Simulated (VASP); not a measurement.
# Ge (P6_3/mmc) in VASP: settings compared

Ge is run at these levels: PBEsol+D3(BJ), BLYP+D3(BJ), r2SCAN+D4; tasks: relaxation of cell and atoms.

Everything below comes from runs of VASP 6.6.1. Logs are shortened: lines on timing, memory, paths and dates and some standing lists are left out, and cuts for length are marked.

## (1) The cell of the first run

It takes space group P6_3/mmc (No. 194, hexagonal). Conventional cell: a = 3.998 Å, b = 3.998 Å, c = 6.599 Å, α = 90.00°, β = 90.00°, γ = 120.00°. Within 3.2 Å of Ge (site symmetry 3m) lie 4 Ge at 2.45 to 2.47 Å.

This isn't the form of Ge at room conditions, which is diamond.

## (2) Relaxation of cell and atoms, PBEsol+D3(BJ)

File INCAR:

```
SYSTEM = Ge
PREC = Accurate ; ENCUT = 600
EDIFF = 1E-7 ; ISMEAR = -1
SIGMA = 0.1 ; LREAL = .FALSE.
LASPH = .TRUE. ; NELM = 60
ALGO = Normal ; ISIF = 3
LWAVE = .FALSE. ; LCHARG = .FALSE.
GGA = PS ; IVDW = 12
IBRION = 2 ; NSW = 80
EDIFFG = -0.01
```

File KPOINTS:

```
Automatic mesh
0
G
  7 7 4
  0 0 0
```

File POSCAR:

```
Ge
1.0
    3.9975858400      0.0000000000      0.0000000000
   -1.9987929200      3.4620108900      0.0000000000
    0.0000000000      0.0000000000      6.5993779500
Ge
4
Direct
    0.6666666700      0.3333333300      0.0629012500
    0.3333333300      0.6666666700      0.5629012500
    0.6666666700      0.3333333300      0.4370987500
    0.3333333300      0.6666666700      0.9370987500
```

Potentials or basis: VASP PAW PBE potentials, release 64 (Ge_d).

Started as:

```
> cat potpaw_PBE.64/Ge_d/POTCAR > POTCAR
> mpirun -np 1 vasp_std > vasp.out
```

OUTCAR:

```text
SYSTEM = Ge
   PREC = Accurate
   ENCUT = 600
   EDIFF = 1E-7
   ISMEAR = -1
   LREAL = .FALSE.
   LASPH = .TRUE.
   NELM = 60
   ISIF = 3
   GGA = PS
   IVDW = 12
   IBRION = 2
   NSW = 80
   EDIFFG = -0.01
 IVDW          = 12

 ion  position               nearest neighbor table
   1  0.667  0.333  0.063-   4 2.45   4 2.45   4 2.45   3 2.47
   2  0.333  0.667  0.563-   3 2.45   3 2.45   3 2.45   4 2.47
   3  0.667  0.333  0.437-   2 2.45   2 2.45   2 2.45   1 2.47
   4  0.333  0.667  0.937-   1 2.45   1 2.45   1 2.45   2 2.47

  LATTYP: Found a hexagonal cell.
 ALAT       =     3.9975858400
 C/A-ratio  =     1.6508408360

  Lattice vectors:

 A1 = (   3.9975858400,   0.0000000000,   0.0000000000)
 A2 = (  -1.9987929200,   3.4620108900,   0.0000000000)
 A3 = (   0.0000000000,   0.0000000000,   6.5993779500)

Analysis of symmetry for initial positions (statically):
=====================================================================
 Subroutine PRICEL returns:
 Original cell was already a primitive cell.

 Routine SETGRP: Setting up the symmetry group for a
 hexagonal supercell.

 Subroutine GETGRP returns: Found 24 space group operations
 (whereof 12 operations were pure point group operations)
 out of a pool of 24 trial point group operations.

The static configuration has the point symmetry D_3d.
 The point group associated with its full space group is D_6h.

Analysis of symmetry for dynamics (positions and initial velocities):
=====================================================================
 Subroutine PRICEL returns:
 Original cell was already a primitive cell.

 Routine SETGRP: Setting up the symmetry group for a
 hexagonal supercell.

 Subroutine GETGRP returns: Found 24 space group operations
 (whereof 12 operations were pure point group operations)
 out of a pool of 24 trial point group operations.

The dynamic configuration has the point symmetry D_3d.
 The point group associated with its full space group is D_6h.

 Subroutine INISYM returns: Found 24 space group operations
 (whereof 12 operations are pure point group operations),
 and found     1 'primitive' translations

----------------------------------------------------------------------------------------

                                     Primitive cell

  volume of cell :      91.3333

  direct lattice vectors                    reciprocal lattice vectors
     3.997585840  0.000000000  0.000000000     0.250150976  0.144424733  0.000000000
    -1.998792920  3.462010890  0.000000000     0.000000000  0.288849467  0.000000000
     0.000000000  0.000000000  6.599377950     0.000000000  0.000000000  0.151529433

  length of vectors
     3.997585840  3.997585839  6.599377950     0.288849467  0.288849467  0.151529433

  position of ions in fractional coordinates (direct lattice)
[... 65 lines left out ...]
   number of dos      NEDOS =    301   number of ions     NIONS =      4
   total plane-waves  NPLWV =  55296
   dimension x,y,z NGX =    32 NGY =   32 NGZ =   54
   dimension x,y,z NGXF=    64 NGYF=   64 NGZF=  108
   ions per type =               4
   NGX,Y,Z   is equivalent  to a cutoff of  13.31, 13.31, 13.60 a.u.
   NGXF,Y,Z  is equivalent  to a cutoff of  26.62, 26.62, 27.21 a.u.
 SYSTEM =  Ge
   PREC   = accura    normal or accurate (medium, high low for compatibility)
   ISTART =      0    job   : 0-new  1-cont  2-samecut
   ICHARG =      2    charge: 1-file 2-atom 10-const
   ISPIN  =      1    spin polarized calculation?
   LNONCOLLINEAR =      F non collinear calculations
   LSORBIT =      F    spin-orbit coupling
   LASPH  =      T    aspherical Exc in radial PAW
   ENCUT  =  600.0 eV  44.10 Ry    6.64 a.u.   7.98  7.98 13.18*2*pi/ulx,y,z
   NELM   =     60;   NELMIN=  2; NELMDL= -5     # of ELM steps
   EDIFF  = 0.1E-06   stopping-criterion for ELM
   LREAL  =      F    real-space projection
   EDIFFG = -.1E-01   stopping-criterion for IOM
   NSW    =     80    number of steps for IOM
   IBRION =      2    ionic relax: 0-MD 1-quasi-New 2-CG
   NFREE  =      1    steps in history (QN), initial steepest desc. (CG)
   ISIF   =      3    stress and relaxation
   ISYM   =      2    0-nonsym 1-usesym 2-fastsym
   POTIM  = 0.5000    time-step for ionic-motion
   TEBEG  =    0.0;   TEEND  =   0.0 temperature during run
   PSTRESS=    0.0 pullay stress
   NELECT =      56.0000    total number of electrons
   NUPDOWN=      -1.0000    fix difference up-down
   EMIN   =  10.00;   EMAX   =-10.00  energy-range for DOS
   EFERMI =   0.00;   METHOD = LEGACY
   ISMEAR =    -1;   SIGMA  =   0.10  broadening in eV -4-tet -1-fermi 0-gaus
   EFERMI_NEDOS =   21; number of points for ismear=-14 and -15
   IALGO  =     38    algorithm
   IMIX   =      4    mixing-type and parameters
     AMIX     =   0.40;   BMIX     =  1.00
     AMIX_MAG =   1.60;   BMIX_MAG =  1.00
  volume/ion in A,a.u.               =      22.83       154.09
  Fermi-wavevector in a.u.,A,eV,Ry     =   1.390789  2.628209 26.317650  1.934293
  Thomas-Fermi vector in A             =   2.514690
   LORBIT       =      0    0 simple, 1 ext, 2 COOP (PROOUT), +10 PAW based schemes
   GGA     = PS    functional components
   LHFCALC =     F    Hartree Fock is set to
   AEXX    =    0.0000 exact exchange contribution
   IVDW    =    12    specifies the selected vdW correction
   LEPSILON=     F    determine dielectric tensor
   LRPA    =     F    only Hartree local field effects (RPA)
 conjugate gradient relaxation of ions
 non-spin polarized calculation
  energy-cutoff  :      600.00
  volume of cell :       91.33
 maximum number of plane-waves:      3064
 NGX is ok and might be reduce to    32
   NGX = 15   NGY = 15   NGZ = 27

--------------------------------------- Ionic step        1  -------------------------------------------

 number of electron      55.9999987 magnetization

 Free energy of the ion-electron system (eV)
  ---------------------------------------------------
  ext. energy  EPLUGINS =         0.00000000
  ---------------------------------------------------
  free energy    TOTEN  =       -19.67053780 eV

  energy without entropy =      -19.66149167  energy(sigma->0) =      -19.66601473

------------------------ aborting loop because EDIFF is reached ----------------------------------------

 Edisp (eV)   -1.08510

 E8    (eV) :    -0.7248
[... 243 lines left out ...]
--------------------------------------- Ionic step        7  -------------------------------------------

 number of electron      56.0000002 magnetization

 Free energy of the ion-electron system (eV)
  ---------------------------------------------------
  ext. energy  EPLUGINS =         0.00000000
  ---------------------------------------------------
  free energy    TOTEN  =       -19.65602733 eV

  energy without entropy =      -19.64749679  energy(sigma->0) =      -19.65176206

 E-fermi :   5.1402     XC(G=0): -10.2193

 val. band max:        5.0116840324   @ k =   0.0000   0.0000   0.0000
 cond. band min:       5.2193196306   @ k =   0.0000   0.0000   0.2500
 fundamental gap:      0.2076355982
 Fermi energy:         5.1402308674

 k-point     1 :       0.0000    0.0000    0.0000
  band No.  band energies     occupation
      1     -19.7739      2.00000
      2     -19.7739      2.00000
      3     -19.7359      2.00000
      4     -19.7320      2.00000
      5     -19.7320      2.00000
      6     -19.7204      2.00000
[... 888 lines left out ...]
  FREE ENERGIE OF THE ION-ELECTRON SYSTEM (eV)
  ---------------------------------------------------
  free  energy   TOTEN  =       -20.7715895868 eV

  energy  without entropy=      -20.7630590459  energy(sigma->0) =      -20.76732432

 reached required accuracy - stopping structural energy minimisation
```

Wall time 7.4 min (1 thread of Intel Xeon 8259CL, shared host); peak memory 0.27 GiB.

What came out:

| Quantity | Value |
| --- | --- |
| Free energy | -20.7716 eV |
| Relaxed volume | 22.19 Å³/atom |
| Relaxed cell | a = 3.964 Å, b = 3.964 Å, c = 6.521 Å, α = 90.00°, β = 90.00°, γ = 120.00° |
| Space group after relaxing (to 0.1 Å) | P6_3/mmc (No. 194) |
| Energy gained by relaxing | 4.0 meV/atom |
| Ionic steps | 7 |
| Pressure after relaxing | -0.1 GPa |
| Band gap on the k mesh | zero (bands 28 and 29 overlap by 0.02 eV) |
| Dispersion energy per atom | -0.279 eV |

Forces in eV/Å, atoms in the order of the input:
```
Ge   0.000  0.000 -0.002
Ge   0.000  0.000 -0.002
Ge   0.000  0.000  0.002
Ge   0.000  0.000  0.002
```

The path:
```tsv
step	energy change (eV)	largest force (eV/Å)	pressure (GPa)	volume (Å³)
1	0.0000	0.0006	-1.86	91.33
2	-0.0140	0.0229	0.69	87.87
3	-0.0159	0.0168	0.02	88.73
4	-0.0159	0.0164	-0.03	88.78
5	-0.0159	0.0019	-0.03	88.78
6	-0.0159	0.0031	-0.02	88.78
7	-0.0160	0.0021	-0.06	88.74
```

Final structure:
```
Ge
1.0
     3.96408    0.00000    0.00000
    -1.98204    3.43299    0.00000
     0.00000    0.00000    6.52107
Ge
4
Direct
  0.66667 0.33333 0.06273
  0.33333 0.66667 0.56273
  0.66667 0.33333 0.43727
  0.33333 0.66667 0.93727
```

Caveat: semilocal functionals underestimate gaps, and a narrow one can read as zero; the PAW data sets were made with another functional, which shifts forces and pressure a little.

## (3) Relaxation of cell and atoms, BLYP+D3(BJ)

File INCAR:

```
PREC = Accurate ; ENCUT = 600
EDIFF = 1E-7 ; ISMEAR = -1
SIGMA = 0.1 ; LREAL = False
LASPH = True ; NELM = 60
ALGO = Normal ; ISIF = 3
LWAVE = False ; LCHARG = False
GGA = B5 ; ALDAX = 1.0
AGGAX = 1.0 ; AGGAC = 1.0
ALDAC = 0.0 ; IVDW = 12
VDW_S6 = 1.0 ; VDW_S8 = 2.6996
VDW_A1 = 0.4298 ; VDW_A2 = 4.2359
IBRION = 2 ; NSW = 80
EDIFFG = -0.01
```

File KPOINTS:

```
Automatic mesh
0
Gamma
  7 7 4
```

POSCAR is that of step 2.

Potentials or basis: VASP PAW PBE potentials, release 64 (Ge_d).

Started as:

```
> cat potpaw_PBE.64/Ge_d/POTCAR > POTCAR
> mpirun -np 1 vasp_std > vasp.out
```

Run time: 8.8 min. Hardware: 1 thread of Intel Xeon 8259CL, shared host; peak memory 0.27 GiB.

The run converged. Its results:

| Item | Value |
| --- | --- |
| Free energy | -17.7884 eV |
| Relaxed volume | 23.55 Å³/atom |
| Relaxed cell | a = 4.039 Å, b = 4.039 Å, c = 6.666 Å, α = 90.00°, β = 90.00°, γ = 120.00° |
| Space group after relaxing (to 0.1 Å) | P6_3/mmc (No. 194) |
| Energy gained by relaxing | 4.1 meV/atom |
| Ionic steps | 6 |
| Pressure after relaxing | 0.0 GPa |
| Band gap on the k mesh | 0.19 eV (least direct gap 0.26 eV) |
| Dispersion energy per atom | -0.655 eV |

Forces in eV/Å, atoms in the order of the input:
```
Ge   0.000  0.000  0.003
Ge   0.000  0.000  0.003
Ge   0.000  0.000 -0.003
Ge   0.000  0.000 -0.003
```

The path:
```tsv
step	energy change (eV)	largest force (eV/Å)	pressure (GPa)	volume (Å³)
1	0.0000	0.0337	1.86	91.33
2	-0.0154	0.0268	-0.29	94.87
3	-0.0162	0.0166	-0.09	94.26
4	-0.0162	0.0141	0.03	94.11
5	-0.0162	0.0159	-0.02	94.17
6	-0.0162	0.0028	-0.01	94.19
```

Final structure:
```xyz
4
Lattice="4.0391 0.0000 0.0000 -2.0196 3.4980 0.0000 0.0000 0.0000 6.6663" Properties=species:S:1:pos:R:3 pbc="T T T"
Ge    2.0196    1.1660    0.4199
Ge    0.0000    2.3320    3.7531
Ge    2.0196    1.1660    2.9132
Ge    0.0000    2.3320    6.2463
```

Levels at points of the mesh, in eV from the valence-band top:
```csv
k point,band 26,band 27,band 28,band 29,band 30,band 31
"(0.00, 0.00, 0.00)",-0.35,0.00,0.00,0.26,0.26,2.45
"(0.00, 0.00, 0.50)",-0.66,-0.66,-0.66,0.73,0.73,3.53
```

Caveat: semilocal functionals underestimate gaps, and a narrow one can read as zero; the PAW data sets were made with another functional, which shifts forces and pressure a little.

(Continued in part 2 of 2.)

The gap in the log of VASP goes by the Fermi energy; the results here count the filled bands.